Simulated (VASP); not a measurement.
## Cs3Ti: single point with PBE

The system is Cs3Ti.

```
CELL_PARAMETERS angstrom
5.28343 0.00000 0.00000
0.00000 5.28343 0.00000
0.00000 0.00000 5.28343
ATOMIC_POSITIONS crystal
Cs 0.00000 0.50000 0.50000
Cs 0.50000 0.00000 0.50000
Cs 0.50000 0.50000 0.00000
Ti 0.00000 0.00000 0.00000
```

```
Program             : VASP 6.6.1
Task                : single point
Functional          : PBE
Potentials or basis : VASP PAW PBE potentials, release 64 (Cs_sv, Ti_sv)
Cutoff              : 500 eV
k mesh              : 4 × 4 × 4
Occupations         : gaussian, width 0.1 eV
Spin                : no spin polarisation
```

```yaml
Pressure: 5.0 GPa
Band_gap_on_the_k_mesh: zero (an odd number of electrons rules out a gap without spin polarisation)
```

Levels at points of the mesh, in eV from the Fermi level:
| k point | band 18 | band 19 | band 20 | band 21 | band 22 | band 23 |
| --- | --- | --- | --- | --- | --- | --- |
| (0.00, 0.00, 0.00) | -1.19 | -0.87 | -0.87 | -0.44 | -0.44 | -0.44 |
| (0.50, 0.00, 0.00) | -0.71 | -0.06 | 0.03 | 0.49 | 0.50 | 0.50 |
| (0.50, 0.50, 0.00) | 0.10 | 0.33 | 0.44 | 0.49 | 0.49 | 0.63 |
| (0.50, 0.50, 0.50) | -0.39 | -0.39 | -0.39 | 0.46 | 0.46 | 1.60 |

Wall time 42 s on 1 thread of Intel(R) Xeon(R) Platinum 8259CL CPU @ 2.50GHz (Skylake/Cascade Lake) (shared host), peak memory 0.25 GiB.

Caveat: the cell stands under pressure; spin-orbit coupling is left out, which moves the levels of the heavy elements.
